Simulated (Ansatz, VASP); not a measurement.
**Two plane-wave programs on N**

```
CELL_PARAMETERS angstrom
3.96097 0.00000 0.00000
0.00000 3.96097 0.00000
0.00000 0.00000 5.13318
ATOMIC_POSITIONS crystal
N 0.90241 0.90241 0.00000
N 0.59759 0.40241 0.50000
N 0.09759 0.09759 0.00000
N 0.40241 0.59759 0.50000
```

Alike in both runs: task single point; functional r2SCAN; k mesh 6 × 6 × 6; no spin polarisation.

|  | VASP | Ansatz |
| --- | --- | --- |
| version | VASP 6.6.1 | Ansatz 0.2.0 |
| potentials or method | VASP PAW PBE potentials, release 64 (N) | plane waves, PAW |
| plane-wave cutoff (eV) | 520 | 500 |
| occupations | gaussian, width 0.01 eV | fixed |
| valence electrons in the cell | 20 | 20 |

```tsv
	VASP	Ansatz	Ansatz less VASP
gap on the k mesh at the Fermi level (eV)	7.46	7.49	+0.036
pressure (GPa)	3.3	0.3	-2.93
traceless stress, the component that is largest in VASP (GPa)	-3.22	0.09	+3.313
rms of the force components (eV/Å)	1.293	0.038	-1.2553
```

VASP's potentials were made for PBE, not for r2SCAN. Atom by atom the forces differ by 1.331 eV/Å (rms over components).

Noted on VASP's run: the standard files for N, O and F lose accuracy on very short bonds.
